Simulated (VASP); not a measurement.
# Ca2AlO (P-4m2) in VASP: further runs

Ca2AlO is run at these levels: PBE; tasks: single point, relaxation of cell and atoms.

Program: VASP 6.6.1. These are calculated values, not measurements. Logs are shortened: lines on timing, memory, paths and dates and some standing lists are left out, and cuts for length are marked.

**1. The cell of the first run**

It takes space group P-4m2 (No. 115, tetragonal). Conventional cell: a = 3.550 Å, b = 3.550 Å, c = 8.029 Å, α = 90.00°, β = 90.00°, γ = 90.00°. Ca (site symmetry 2mm) has 2 O at 2.24 Å within 3.0 Å. Within 4.2 Å of Al (site symmetry -4m2) lie 4 Ca at 3.18 Å and 4 Al at 3.55 Å. O (site symmetry -4m2) has 4 Ca at 2.24 Å within 3.0 Å.

The cell was generated, and may not be a known phase.

**2. Single point, PBE**

INCAR reads:

```
SYSTEM = Ca2AlO
PREC = Accurate
ENCUT = 520
EDIFF = 1E-6
ISMEAR = 0
SIGMA = 0.1
LREAL = .FALSE.
LASPH = .TRUE.
NELM = 100
ALGO = Normal
ISIF = 2
LWAVE = .FALSE.
LCHARG = .FALSE.
GGA = PE
NBANDS = 22
```

KPOINTS reads:

```
regular mesh
0
G
  14 14 6
  0 0 0
```

POSCAR reads:

```
Ca2AlO
1.0
    3.5497652352      0.0000000000      0.0000000000
    0.0000000000      3.5497652352      0.0000000000
    0.0000000000      0.0000000000      8.0288192253
Ca Al O
2 1 1
Direct
    0.0000000000      0.5000000000      0.3291535637
    0.5000000000      0.0000000000      0.6708464363
    0.0000000000      0.0000000000      0.0000000000
    0.5000000000      0.5000000000      0.5000000000
```

Potentials or basis: VASP PAW PBE potentials, release 64 (Ca_sv, Al, O).

Launch:

```console
cat potpaw_PBE.64/Ca_sv/POTCAR potpaw_PBE.64/Al/POTCAR potpaw_PBE.64/O/POTCAR > POTCAR
mpirun -np 1 vasp_std > vasp.out
```

OUTCAR:

```text
SYSTEM = Ca2AlO
   PREC = Accurate
   ENCUT = 520
   EDIFF = 1E-6
   ISMEAR = 0
   LREAL = .FALSE.
   LASPH = .TRUE.
   NELM = 100
   ISIF = 2
   GGA = PE

 ion  position               nearest neighbor table
   1  0.000  0.500  0.329-   4 2.24   4 2.24   3 3.18   3 3.18
   2  0.500  0.000  0.671-   4 2.24   4 2.24   3 3.18   3 3.18
   3  0.000  0.000  0.000-   1 3.18   2 3.18   1 3.18   2 3.18
   4  0.500  0.500  0.500-   1 2.24   2 2.24   2 2.24   1 2.24

  LATTYP: Found a simple tetragonal cell.
 ALAT       =     3.5497652352
 C/A-ratio  =     2.2617887926

  Lattice vectors:

 A1 = (   3.5497652352,   0.0000000000,   0.0000000000)
 A2 = (   0.0000000000,   3.5497652352,   0.0000000000)
 A3 = (   0.0000000000,   0.0000000000,   8.0288192253)

Analysis of symmetry for initial positions (statically):
=====================================================================
 Subroutine PRICEL returns:
 Original cell was already a primitive cell.

 Routine SETGRP: Setting up the symmetry group for a
 simple tetragonal supercell.

 Subroutine GETGRP returns: Found  8 space group operations
 (whereof  8 operations were pure point group operations)
 out of a pool of 16 trial point group operations.

The static configuration has the point symmetry D_2d.

Analysis of symmetry for dynamics (positions and initial velocities):
=====================================================================
 Subroutine PRICEL returns:
 Original cell was already a primitive cell.

 Routine SETGRP: Setting up the symmetry group for a
 simple tetragonal supercell.

 Subroutine GETGRP returns: Found  8 space group operations
 (whereof  8 operations were pure point group operations)
 out of a pool of 16 trial point group operations.

The dynamic configuration has the point symmetry D_2d.

 Subroutine INISYM returns: Found  8 space group operations
 (whereof  8 operations are pure point group operations),
 and found     1 'primitive' translations

----------------------------------------------------------------------------------------

                                     Primitive cell

  volume of cell :     101.1698

  direct lattice vectors                    reciprocal lattice vectors
     3.549765235  0.000000000  0.000000000     0.281708771  0.000000000  0.000000000
     0.000000000  3.549765235  0.000000000     0.000000000  0.281708771  0.000000000
     0.000000000  0.000000000  8.028819225     0.000000000  0.000000000  0.124551316

  length of vectors
     3.549765235  3.549765235  8.028819225     0.281708771  0.281708771  0.124551316

  position of ions in fractional coordinates (direct lattice)
     0.000000000  0.500000000  0.329153564
     0.500000000  0.000000000  0.670846436
     0.000000000  0.000000000  0.000000000
     0.500000000  0.500000000  0.500000000

  ion indices of the primitive-cell ions
   primitive index   ion index
                 1           1
                 2           2
                 3           3
                 4           4

----------------------------------------------------------------------------------------

 KPOINTS: regular mesh

Automatic generation of k-mesh.
 Grid dimensions read from file:
 generate k-points for:   14   14    6

 Generating k-lattice:

  Cartesian coordinates                     Fractional coordinates (reciprocal lattice)
     0.020122055  0.000000000  0.000000000     0.071428571  0.000000000  0.000000000
     0.000000000  0.020122055  0.000000000     0.000000000  0.071428571  0.000000000
     0.000000000  0.000000000  0.020758553     0.000000000  0.000000000  0.166666667

  Length of vectors
     0.020122055  0.020122055  0.020758553

  Shift w.r.t. Gamma in fractional coordinates (k-lattice)
     0.000000000  0.000000000  0.000000000

 Subroutine IBZKPT returns following result:
 ===========================================

 Found    144 irreducible k-points:

 Following reciprocal coordinates:
            Coordinates               Weight
  0.000000  0.000000  0.000000      1.000000
  0.071429  0.000000  0.000000      4.000000
  0.142857  0.000000  0.000000      4.000000
  0.214286  0.000000  0.000000      4.000000
  0.285714  0.000000  0.000000      4.000000
  0.357143  0.000000  0.000000      4.000000
[... 16 lines left out ...]
  0.285714  0.214286  0.000000      8.000000
  0.357143  0.214286  0.000000      8.000000
 [... further k-points ...]
   k-points           NKPTS =    144   k-points in BZ     NKDIM =    144   number of bands    NBANDS=     22
   number of dos      NEDOS =    301   number of ions     NIONS =      4
   total plane-waves  NPLWV =  47040
   dimension x,y,z NGX =    28 NGY =   28 NGZ =   60
   dimension x,y,z NGXF=    56 NGYF=   56 NGZF=  120
   ions per type =               2   1   1
   NGX,Y,Z   is equivalent  to a cutoff of  13.11, 13.11, 12.42 a.u.
   NGXF,Y,Z  is equivalent  to a cutoff of  26.23, 26.23, 24.85 a.u.
 SYSTEM =  Ca2AlO
   PREC   = accura    normal or accurate (medium, high low for compatibility)
   ISTART =      0    job   : 0-new  1-cont  2-samecut
   ICHARG =      2    charge: 1-file 2-atom 10-const
   ISPIN  =      1    spin polarized calculation?
   LNONCOLLINEAR =      F non collinear calculations
   LSORBIT =      F    spin-orbit coupling
   LASPH  =      T    aspherical Exc in radial PAW
   ENCUT  =  520.0 eV  38.22 Ry    6.18 a.u.   6.60  6.60 14.93*2*pi/ulx,y,z
   NELM   =    100;   NELMIN=  2; NELMDL= -5     # of ELM steps
   EDIFF  = 0.1E-05   stopping-criterion for ELM
   LREAL  =      F    real-space projection
   EDIFFG = 0.1E-04   stopping-criterion for IOM
   NSW    =      0    number of steps for IOM
   IBRION =     -1    ionic relax: 0-MD 1-quasi-New 2-CG
   NFREE  =      0    steps in history (QN), initial steepest desc. (CG)
   ISIF   =      2    stress and relaxation
   ISYM   =      2    0-nonsym 1-usesym 2-fastsym
   POTIM  = 0.5000    time-step for ionic-motion
   TEBEG  =    0.0;   TEEND  =   0.0 temperature during run
   PSTRESS=    0.0 pullay stress
   NELECT =      29.0000    total number of electrons
   NUPDOWN=      -1.0000    fix difference up-down
   EMIN   =  10.00;   EMAX   =-10.00  energy-range for DOS
   EFERMI =   0.00;   METHOD = LEGACY
   ISMEAR =     0;   SIGMA  =   0.10  broadening in eV -4-tet -1-fermi 0-gaus
   EFERMI_NEDOS =   21; number of points for ismear=-14 and -15
   IALGO  =     38    algorithm
   IMIX   =      4    mixing-type and parameters
     AMIX     =   0.40;   BMIX     =  1.00
     AMIX_MAG =   1.60;   BMIX_MAG =  1.00
  volume/ion in A,a.u.               =      25.29       170.68
  Fermi-wavevector in a.u.,A,eV,Ry     =   1.079420  2.039808 15.852799  1.165148
  Thomas-Fermi vector in A             =   2.215385
   LORBIT       =      0    0 simple, 1 ext, 2 COOP (PROOUT), +10 PAW based schemes
   GGA     = PE    functional components
   LHFCALC =     F    Hartree Fock is set to
   AEXX    =    0.0000 exact exchange contribution
   IVDW    =     0    specifies the selected vdW correction
   LEPSILON=     F    determine dielectric tensor
   LRPA    =     F    only Hartree local field effects (RPA)
 non-spin polarized calculation
 Gauss-broadening in eV      SIGMA  =   0.10
  energy-cutoff  :      520.00
  volume of cell :      101.17
 maximum number of plane-waves:      2758
 NGX is ok and might be reduce to    28
   NGX = 13   NGY = 13   NGZ = 29

 number of electron      28.9999998 magnetization

 Free energy of the ion-electron system (eV)
  ---------------------------------------------------
  ext. energy  EPLUGINS =         0.00000000
  ---------------------------------------------------
  free energy    TOTEN  =       -17.34263258 eV

  energy without entropy =      -17.33090821  energy(sigma->0) =      -17.33677040

 E-fermi :   2.9903     XC(G=0):  -8.4707

 val. band max:        2.9790331018   @ k =   0.4286   0.4286   0.0000
 cond. band min:       2.9921661250   @ k =   0.3571   0.2857   0.0000
 fundamental gap:      0.0131330231
 Fermi energy:         2.9903463725

 k-point     1 :       0.0000    0.0000    0.0000
  band No.  band energies     occupation
      1     -37.9761      2.00000
      2     -37.9488      2.00000
      3     -19.3632      2.00000
      4     -19.0263      2.00000
      5     -19.0263      2.00000
      6     -18.9292      2.00000
[... 14 lines left out ...]
     21       7.2721      0.00000
     22       7.8320      0.00000

 k-point     2 :       0.0714    0.0000    0.0000
  band No.  band energies     occupation
      1     -37.9748      2.00000
      2     -37.9482      2.00000
      3     -19.3630      2.00000
      4     -19.0381      2.00000
      5     -19.0251      2.00000
      6     -18.9296      2.00000
[... 14 lines left out ...]
     21       7.3740      0.00000
     22       7.6766      0.00000

 k-point     3 :       0.1429    0.0000    0.0000
  band No.  band energies     occupation
      1     -37.9711      2.00000
      2     -37.9466      2.00000
      3     -19.3648      2.00000
      4     -19.0703      2.00000
      5     -19.0217      2.00000
      6     -18.9358      2.00000
[... 14 lines left out ...]
     21       7.4521      0.00000
     22       7.5517      0.00000

 k-point     4 :       0.2143    0.0000    0.0000
  band No.  band energies     occupation
      1     -37.9656      2.00000
      2     -37.9443      2.00000
      3     -19.3748      2.00000
      4     -19.1155      2.00000
      5     -19.0168      2.00000
      6     -18.9625      2.00000
[... 14 lines left out ...]
     21       7.2146      0.00000
     22       7.6484      0.00000

 k-point     5 :       0.2857    0.0000    0.0000
  band No.  band energies     occupation
      1     -37.9592      2.00000
      2     -37.9421      2.00000
      3     -19.3984      2.00000
      4     -19.1638      2.00000
      5     -19.0113      2.00000
      6     -18.9878      2.00000
[... 14 lines left out ...]
     21       7.0514      0.00000
     22       7.5970      0.00000

 k-point     6 :       0.3571    0.0000    0.0000
  band No.  band energies     occupation
      1     -37.9529      2.00000
      2     -37.9407      2.00000
      3     -19.4313      2.00000
      4     -19.2058      2.00000
      5     -19.0063      2.00000
      6     -18.9947      2.00000
[... 14 lines left out ...]
     21       7.0234      0.00000
     22       7.4917      0.00000

 k-point     7 :       0.4286    0.0000    0.0000
  band No.  band energies     occupation
      1     -37.9476      2.00000
      2     -37.9406      2.00000
      3     -19.4597      2.00000
      4     -19.2342      2.00000
      5     -19.0028      2.00000
      6     -18.9868      2.00000
[... 324 lines left out ...]
      6     -18.9847      2.00000
[... 14 lines left out ...]
     21       7.0229      0.00000
     22       7.0491      0.00000

 k-point    21 :       0.5000    0.1429    0.0000
  band No.  band energies     occupation
      1     -37.9411      2.00000
      2     -37.9381      2.00000
      3     -19.4703      2.00000
      4     -19.2374      2.00000
      5     -19.0390      2.00000
      6     -18.9737      2.00000
[... 14 lines left out ...]
     21       7.0190      0.00000
     22       7.1915      0.00000

 k-point    22 :       0.2143    0.2143    0.0000
  band No.  band energies     occupation
      1     -37.9559      2.00000
      2     -37.9392      2.00000
      3     -19.3856      2.00000
      4     -19.1129      2.00000
      5     -19.0914      2.00000
      6     -18.9597      2.00000
[... 14 lines left out ...]
     21       6.5739      0.00000
     22       7.5168      0.00000

 k-point    23 :       0.2857    0.2143    0.0000
  band No.  band energies     occupation
      1     -37.9499      2.00000
      2     -37.9366      2.00000
      3     -19.4074      2.00000
      4     -19.1527      2.00000
      5     -19.0907      2.00000
      6     -18.9833      2.00000
[... 14 lines left out ...]
     21       6.4069      0.00000
     22       7.2947      0.00000

 k-point    24 :       0.3571    0.2143    0.0000
  band No.  band energies     occupation
      1     -37.9441      2.00000
      2     -37.9347      2.00000
      3     -19.4379      2.00000
      4     -19.1931      2.00000
      5     -19.0843      2.00000
      6     -18.9911      2.00000
[... 14 lines left out ...]
     21       6.7169      0.00000
     22       7.0913      0.00000

 [... further k-points ...]
[... 5 lines left out ...]
  --------------------------------------------------------------------------------------
  -------------------------------------------------------------------------------------
  Total        0.0859548      0.0859548      0.1578533      0.0000000      0.0000000      0.0000000
  in kB        1.3612238      1.3612238      2.4998457      0.0000000      0.0000000      0.0000000
  external PRESSURE =       1.7407644 kB  Pullay stress =       0.0000000 kB

 VOLUME and BASIS-vectors are now :
 -----------------------------------------------------------------------------
  energy-cutoff  :      520.00
  volume of cell :      101.17
      direct lattice vectors                 reciprocal lattice vectors
     3.549765235  0.000000000  0.000000000     0.281708771  0.000000000  0.000000000
     0.000000000  3.549765235  0.000000000     0.000000000  0.281708771  0.000000000
     0.000000000  0.000000000  8.028819225     0.000000000  0.000000000  0.124551316

 POSITION                                       TOTAL-FORCE (eV/Angst)
 -----------------------------------------------------------------------------------
      0.00000      1.77488      2.64271        -0.000000      0.000000     -0.056074
      1.77488      0.00000      5.38610         0.000000      0.000000      0.056074
      0.00000      0.00000      0.00000        -0.000000      0.000000      0.000000
      1.77488      1.77488      4.01441        -0.000000     -0.000000      0.000000
 -----------------------------------------------------------------------------------
    total drift:                                0.000000     -0.000000      0.000000

  FREE ENERGIE OF THE ION-ELECTRON SYSTEM (eV)
  ---------------------------------------------------
  free  energy   TOTEN  =       -17.3426325820 eV

  energy  without entropy=      -17.3309082092  energy(sigma->0) =      -17.33677040
```

Run time: 2.5 min. Hardware: 1 thread of AMD EPYC 9R45 (Zen 5), shared host; peak memory 0.4 GiB.

Results:

```yaml
Free_energy: -17.3426 eV
Pressure: 0.2 GPa
Largest_force: 0.056 eV/Å
Band_gap_on_the_k_mesh: zero (an odd number of electrons rules out a gap without spin polarisation)
```

Forces on the atoms (eV/Å):
```
Ca   0.000  0.000 -0.056
Ca   0.000  0.000  0.056
Al   0.000  0.000  0.000
O    0.000  0.000  0.000
```

Stress tensor (GPa, compression positive):
```
0.14 0.00 0.00
0.00 0.14 0.00
0.00 0.00 0.25
```

Levels at points of the mesh, in eV from the Fermi level:
| k point | band 13 | band 14 | band 15 | band 16 | band 17 | band 18 |
| --- | --- | --- | --- | --- | --- | --- |
| (0.00, 0.00, 0.00) | -3.73 | -1.67 | -0.80 | 1.58 | 2.36 | 3.71 |
| (0.50, 0.00, 0.00) | -3.70 | -1.85 | -0.56 | 1.32 | 1.72 | 3.36 |
| (0.50, 0.50, 0.00) | -2.22 | -0.14 | -0.14 | 0.79 | 1.30 | 1.85 |
| (0.00, 0.00, 0.50) | -3.72 | -2.50 | 0.55 | 0.93 | 2.60 | 3.60 |
| (0.50, 0.00, 0.50) | -3.70 | -1.79 | -0.47 | 1.24 | 1.39 | 3.25 |
| (0.50, 0.50, 0.50) | -2.21 | -0.24 | -0.24 | 0.53 | 1.66 | 1.84 |

Caveat: an odd number of electrons without spin polarisation forces a metal; a magnetic or distorted state may lie lower.

**3. Relaxation of cell and atoms, PBE**

INCAR reads:

```
PREC = Accurate
ENCUT = 600
EDIFF = 1E-7
ISMEAR = 0
SIGMA = 0.1
LREAL = F
LASPH = T
NELM = 100
ALGO = Normal
ISIF = 3
LWAVE = F
LCHARG = F
GGA = PE
IBRION = 2
NSW = 100
EDIFFG = -0.01
```

KPOINTS reads:

```
Automatic mesh
0
Gamma
  14 14 6
```

POSCAR reads:

```
Ca2AlO
1.0
    3.5531689249      0.0000000000      0.0000000000
    0.0000000000      3.5531689249      0.0000000000
    0.0000000000      0.0000000000      8.0062388313
Ca Al O
2 1 1
Direct
    0.0000000000      0.5000000000      0.3289270749
    0.5000000000      0.0000000000      0.6710729251
    0.0000000000      0.0000000000      0.0000000000
    0.5000000000      0.5000000000      0.5000000000
```

Potentials or basis: VASP PAW PBE potentials, release 64 (Ca_sv, Al, O).

Launch:

```console
cat potpaw_PBE.64/Ca_sv/POTCAR potpaw_PBE.64/Al/POTCAR potpaw_PBE.64/O/POTCAR > POTCAR
mpirun -np 1 vasp_std > vasp.out
```

It took 6 min on 1 thread of AMD EPYC 9R45 (Zen 5), shared host; peak memory 0.45 GiB.

It converged, with:

* Free energy: -17.3457 eV
* Relaxed volume: 25.38 Å³/atom
* Relaxed cell: a = 3.554 Å, b = 3.554 Å, c = 8.035 Å, α = 90.00°, β = 90.00°, γ = 90.00°
* Space group after relaxing (to 0.1 Å): P-4m2 (No. 115)
* Energy gained by relaxing: 0.2 meV/atom
* Ionic steps: 4
* Pressure after relaxing: 0.0 GPa
* Largest force after relaxing: 0.003 eV/Å
* Band gap on the k mesh: zero (an odd number of electrons rules out a gap without spin polarisation)

Forces in eV/Å, atoms in the order of the input:
```
Ca   0.000  0.000 -0.003
Ca   0.000  0.000  0.003
Al   0.000  0.000  0.000
O    0.000  0.000  0.000
```

Stress tensor (GPa, compression positive):
```
-0.06  0.00  0.00
 0.00 -0.06  0.00
 0.00  0.00  0.02
```

The path:
| step | energy change (eV) | largest force (eV/Å) | pressure (GPa) | volume (Å³) |
| --- | --- | --- | --- | --- |
| 1 | 0.0000 | 0.0414 | 0.23 | 101.08 |
| 2 | -0.0006 | 0.0001 | -0.06 | 101.60 |
| 3 | -0.0006 | 0.0021 | -0.04 | 101.57 |
| 4 | -0.0006 | 0.0032 | -0.03 | 101.51 |

Final structure:
```xyz
4
Lattice="3.5543 0.0000 0.0000 0.0000 3.5543 0.0000 0.0000 0.0000 8.0350" Properties=species:S:1:pos:R:3 pbc="T T T"
Ca    0.0000    1.7772    2.6408
Ca    1.7772    3.5543    5.3942
Al    0.0000    3.5543    0.0000
O     1.7772    1.7772    4.0175
```

Levels at points of the mesh, in eV from the Fermi level:
| k point | band 13 | band 14 | band 15 | band 16 | band 17 | band 18 |
| --- | --- | --- | --- | --- | --- | --- |
| (0.00, 0.00, 0.00) | -3.70 | -1.67 | -0.78 | 1.59 | 2.35 | 3.70 |
| (0.50, 0.00, 0.00) | -3.67 | -1.85 | -0.56 | 1.33 | 1.73 | 3.35 |
| (0.50, 0.50, 0.00) | -2.23 | -0.14 | -0.14 | 0.79 | 1.31 | 1.85 |
| (0.00, 0.00, 0.50) | -3.70 | -2.49 | 0.56 | 0.94 | 2.60 | 3.58 |
| (0.50, 0.00, 0.50) | -3.67 | -1.79 | -0.47 | 1.26 | 1.40 | 3.25 |
| (0.50, 0.50, 0.50) | -2.22 | -0.24 | -0.24 | 0.53 | 1.66 | 1.84 |

Caveat: an odd number of electrons without spin polarisation forces a metal; a magnetic or distorted state may lie lower.
